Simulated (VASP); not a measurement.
## SrCl2: single point with PBE

SrCl2:

```
Sr Cl
1.0
     0.00000    3.46092    3.40589
     3.46092    0.00000    3.40589
     3.46092    3.46092    0.00000
Sr Cl
1 2
Direct
  0.00000 0.00000 0.00000
  0.25000 0.25000 0.25000
  0.75000 0.75000 0.75000
```

```yaml
Program: VASP 6.6.1
Task: single point
Functional: PBE
Potentials_or_basis: VASP PAW PBE potentials, release 64 (Sr_sv, Cl)
Cutoff: 520 eV
k_mesh: 6 × 6 × 6
Occupations: gaussian, width 0.05 eV
Spin: no spin polarisation
Dipole_correction: no
Further_INCAR_settings: ALGO = Normal; EDIFF = 1e-06; NBANDS = 19
```

| Property | Result |
| --- | --- |
| Pressure | 2.7 GPa |
| Band gap on the k mesh | 5.41 eV |

Stress tensor (GPa, compression positive):
```
2.45 0.00 0.00
0.00 2.45 0.00
0.00 0.00 3.33
```

Levels at points of the mesh, in eV from the valence-band top:
```tsv
k point	band 8	band 9	band 10	band 11	band 12	band 13	band 14	band 15	band 16	band 17
(0.00, 0.00, 0.00)	-2.32	-2.32	-0.47	-0.47	-0.34	5.41	5.95	6.07	9.01	9.01
(0.50, 0.00, 0.00)	-1.74	-1.64	-1.46	-1.18	-1.17	6.66	6.69	7.57	7.85	8.72
(0.50, 0.50, 0.00)	-2.04	-2.04	-0.53	-0.53	0.00	5.42	7.16	7.63	8.12	8.12
(0.50, 0.00, 0.50)	-2.08	-2.01	-0.57	-0.42	-0.10	5.41	7.03	7.63	8.00	8.04
```

Run time: 25 s on 1 thread of AMD EPYC 9R45 96-Core Processor (Zen 5) (shared host), peak memory 0.19 GiB.

A k mesh can miss the band edges. As with any semilocal functional, this PBE gap is likely too small.
